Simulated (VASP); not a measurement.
## Cl: relaxation of cell and atoms with PBE

Crystal: Cl.

```
Cl
1.0
     4.03729    0.00000    0.00000
    -2.01865    3.49640    0.00000
     0.00000    0.00000    4.61817
Cl
2
Direct
  0.00000 0.00000 0.81130
  0.00000 0.00000 0.18870
```

The cell was generated, and may not be a known phase.

| Item | Value |
| --- | --- |
| Program | VASP 6.6.1 |
| Task | relaxation of cell and atoms |
| Functional | PBE |
| Potentials or basis | VASP PAW PBE potentials, release 64 (Cl) |
| Cutoff | 600 eV |
| k mesh | 6 × 6 × 4 |
| Occupations | gaussian, width 0.1 eV |
| Spin | no spin polarisation |
| Dipole correction | no |
| Further INCAR settings | ALGO = Normal; EDIFF = 1e-06; IBRION = 2; EDIFFG = -0.04; NSW = 90; ISIF = 3 |

```json
{
  "Relaxed volume": "45.12 Å³/atom",
  "Relaxed cell": "a = 4.269 Å, b = 4.269 Å, c = 5.719 Å, α = 90.00°, β = 90.00°, γ = 120.00°",
  "Space group after relaxing (to 0.1 Å)": "P6/mmm (No. 191)",
  "Energy gained by relaxing": "505.7 meV/atom",
  "Ionic steps": "19",
  "Pressure after relaxing": "0.1 GPa",
  "Largest force after relaxing": "0.005 eV/Å",
  "Band gap on the k mesh": "1.98 eV (least direct gap 2.08 eV)"
}
```

Forces on the atoms (eV/Å):
```
Cl   0.000  0.000 -0.005
Cl   0.000  0.000  0.005
```

Step by step:
| step | energy change (eV) | largest force (eV/Å) | pressure (GPa) | volume (Å³) |
| --- | --- | --- | --- | --- |
| 1 | 0.0000 | 8.4180 | 13.92 | 65.19 |
| 2 | 0.9565 | 1.1929 | -3.87 | 92.17 |
| 3 | 0.8673 | 1.0217 | -4.18 | 89.52 |
| 4 | 0.7349 | 0.7462 | -4.55 | 86.71 |
| 5 | -0.1770 | 0.4403 | -5.00 | 75.91 |
| 6 | -0.6334 | 1.2622 | -2.66 | 70.54 |
| 7 | -0.8469 | 1.2347 | -0.01 | 67.86 |
| 8 | -0.8546 | 0.0083 | 2.33 | 66.53 |
| 9 | -0.8642 | 0.6319 | 1.16 | 67.14 |
| 10 | -0.8643 | 0.5790 | 1.26 | 67.09 |
| 11 | -0.9089 | 0.5949 | 0.60 | 69.30 |
| 12 | -0.9579 | 0.6401 | -0.16 | 73.76 |
| 13 | -0.9939 | 0.6105 | -0.56 | 83.03 |
| 14 | -0.9568 | 1.5356 | 2.04 | 84.32 |
| 15 | -1.0054 | 0.0179 | 0.24 | 83.48 |
| 16 | -1.0054 | 0.0063 | 0.21 | 83.47 |
| 17 | -1.0062 | 0.0026 | 0.20 | 84.13 |
| 18 | -1.0084 | 0.0012 | 0.15 | 86.13 |
| 19 | -1.0114 | 0.0053 | 0.08 | 90.23 |

Final structure:
```
Cl
1.0
     4.26853    0.00000    0.00000
    -2.13427    3.69666    0.00000
     0.00000    0.00000    5.71855
Cl
2
Cartesian
  0.0000 0.0000 4.7232
  0.0000 0.0000 0.9954
```

Levels at points of the mesh, in eV from the valence-band top:
```csv
k point,band 3,band 4,band 5,band 6,band 7,band 8,band 9,band 10,band 11
"(0.00, 0.00, 0.00)",-5.31,-2.70,-2.70,0.00,0.00,3.35,5.75,8.33,10.13
"(0.50, 0.00, 0.00)",-5.21,-3.35,-2.84,-0.51,-0.11,3.40,7.76,7.88,10.73
"(0.00, 0.00, 0.50)",-4.85,-2.66,-2.66,-0.10,-0.10,1.98,6.37,7.39,11.08
"(0.50, 0.00, 0.50)",-4.79,-3.28,-2.80,-0.70,-0.23,2.23,8.28,9.13,9.61
```

Run time: 2.8 min on 1 thread of Intel(R) Xeon(R) Platinum 8259CL CPU @ 2.50GHz (Skylake/Cascade Lake), with other jobs on the host, peak memory 0.19 GiB.

Caveat: the volume moved by over 15 % at a fixed basis, so the end points are rough; this functional lacks dispersion, which holds the molecules together, so the pressure and a relaxed volume are unreliable; this functional lacks dispersion, which binds layers or chains, so the pressure and a relaxed spacing across them are unreliable. A k mesh can miss the band edges.
